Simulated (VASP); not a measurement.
# Mg: single point with PBEsol

The system is Mg.

```
CELL_PARAMETERS angstrom
3.03954 0.00000 0.00000
-1.51977 2.63232 0.00000
0.00000 0.00000 5.06071
ATOMIC_POSITIONS crystal
Mg 0.66667 0.33333 0.75000
Mg 0.33333 0.66667 0.25000
```

```
Program             : VASP 6.6.1
Task                : single point
Functional          : PBEsol
Potentials or basis : VASP PAW PBE potentials, release 64 (Mg)
Cutoff              : 520 eV
k mesh              : 10 × 10 × 5
Occupations         : fermi-dirac, width 0.05 eV
Spin                : no spin polarisation
```

```json
{"Pressure": "5.0 GPa", "Band gap on the k mesh": "zero (band 2 reaches 3.80 eV, above the bottom of band 3 at 1.81 eV)"}
```

Levels at points of the mesh, in eV from the Fermi level:
| k point | band 1 | band 2 | band 3 | band 4 | band 5 | band 6 |
| --- | --- | --- | --- | --- | --- | --- |
| (0.00, 0.00, 0.00) | -7.55 | -2.10 | -1.53 | 11.90 | 11.90 | 12.29 |
| (0.50, 0.00, 0.00) | -2.36 | -2.20 | 2.76 | 2.94 | 3.42 | 3.87 |

Run time: 4.1 s on 1 thread of Intel(R) Xeon(R) 6975P-C (Granite Rapids) (shared host), peak memory 0.15 GiB.

Caveat: the PAW data sets were made with another functional, which shifts forces and pressure a little.
